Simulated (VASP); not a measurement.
Input of a VASP 6.6.1 run:

INCAR

```
PREC = Accurate ; ENCUT = 600
EDIFF = 1E-6 ; ISMEAR = 0
SIGMA = 0.1 ; LREAL = False
LASPH = True ; NELM = 60
ALGO = Normal ; ISIF = 3
LWAVE = False ; LCHARG = False
GGA = PS ; IBRION = 2
NSW = 70 ; EDIFFG = -0.008
PSTRESS = 900.0
```

Contents of KPOINTS:

```
regular mesh
0
Gamma
  14 14 14
```

Contents of POSCAR:

```
Al2Pt
1.0
    0.0000000000      2.6652050169      2.6652050169
    2.6652050169      0.0000000000      2.6652050169
    2.6652050169      2.6652050169      0.0000000000
Al Pt
2 1
Direct
    0.2500000000      0.2500000000      0.2500000000
    0.7500000000      0.7500000000      0.7500000000
    0.0000000000      0.0000000000      0.0000000000
```

Potentials or basis: VASP PAW PBE potentials, release 64 (Al, Pt).

Command:

```bash
$ cat potpaw_PBE.64/Al/POTCAR potpaw_PBE.64/Pt/POTCAR > POTCAR
$ mpirun -np 1 vasp_std > vasp.out
```

Task: What does it give for the band gap on the k mesh?

Result: Zero (band 8 reaches 16.29 eV, above the bottom of band 9 at 10.11 eV).

Task: Predict the relaxed cell.

Result: a = 3.744 Å, b = 3.744 Å, c = 3.744 Å, α = 60.00°, β = 60.00°, γ = 60.00°.

Task: Predict the space group after relaxing (to 0.05 Å).

Result: Fm-3m (No. 225).

Task: What does it give for the relaxed volume?

Result: 12.37 Å³/atom.

Step by step:
| step | energy change (eV) | largest force (eV/Å) | pressure (GPa) | volume (Å³) |
| --- | --- | --- | --- | --- |
| 1 | 0.0000 | 0.0000 | 80.88 | 37.86 |
| 2 | 2.5265 | 0.0000 | 136.11 | 34.06 |
| 3 | 0.3867 | 0.0000 | 89.62 | 37.14 |
| 4 | 0.4024 | 0.0000 | 89.98 | 37.11 |

Caveat: the cell is relaxed towards a set pressure, so the enthalpy falls and the energy may rise; the PAW data sets were made with another functional, which shifts forces and pressure a little; spin-orbit coupling is left out, which moves the levels of the heavy elements.
